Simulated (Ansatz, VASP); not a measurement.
## One calculation of N, two programs

File INCAR:

```
SYSTEM = N
PREC = Accurate
ENCUT = 520
EDIFF = 1E-6
ISMEAR = 0
SIGMA = 0.05
LREAL = .False.
LASPH = .True.
NELM = 150
ALGO = Normal
ISIF = 2
LWAVE = .False.
LCHARG = .False.
ISPIN = 2
MAGMOM = 3.18 3.18
LORBIT = 11
NBANDS = 16
```

KPOINTS

```
Automatic mesh
0
Gamma
  12 12 6
  0 0 0
```

Contents of POSCAR:

```
N
1.0
    3.6787201792      0.0000000000      0.0000000000
   -1.8393600896      3.1858651286      0.0000000000
    0.0000000000      0.0000000000      5.7318671606
N
2
Direct
    0.3333333333      0.6666666667      0.2500000000
    0.6666666667      0.3333333333      0.7500000000
```

Input for Ansatz:

```yaml
crystal:
  lattice:
    - [3.6787201792, 0.0, 0.0]
    - [-1.8393600896, 3.1858651286, 0.0]
    - [0.0, 0.0, 5.7318671606]
  atoms:
    - { symbol: "N", position: [0.3333333333, 0.6666666667, 0.25], spin: 3.18 }
    - { symbol: "N", position: [0.6666666667, 0.3333333333, 0.75], spin: 3.18 }
basis:
  ecutwfc: 420
kpoints:
  mp_grid: { grid: [12, 12, 6] }
hamiltonian:
  xc: lda
scf:
  occupations: { method: gaussian, width: 0.05 }
output:
  forces: true
  stress: true
  eigenvalues: true
  populations: true
magnetization:
  spin_polarized: true
```

Alike in both runs: task single point; functional LDA; k mesh 12 × 12 × 6; occupations gaussian, width 0.05 eV; collinear spin.

```csv
,VASP,Ansatz
version,VASP 6.6.1,Ansatz 0.2.0
potentials or method,"VASP PAW LDA potentials, release 64 (N), cutoff 520 eV","scalar-relativistic, plane waves, PAW"
valence electrons in the cell,10,10
```

VASP gave:

| Quantity | Value |
| --- | --- |
| gap on the k mesh at the Fermi level (eV) | 2.08 |
| least direct gap on the mesh (eV) | 2.08 |
| pressure (GPa) | -0.4 |
| net moment per atom (μB) | 3.00 |
| size of the moment on the site where the two differ most (μB) | 1.93 |

Problem. Estimate Ansatz's values.

Solution. gap on the k mesh at the Fermi level (eV): 2.21; least direct gap on the mesh (eV): 2.21; pressure (GPa): -0.3; net moment per atom (μB): 3.00; size of the moment on the site where the two differ most (μB): 2.88.

LDA's correlation is that of Perdew and Zunger in VASP and of Perdew and Wang (1992) in Ansatz. Site moments also hang on the region over which each program counts them.
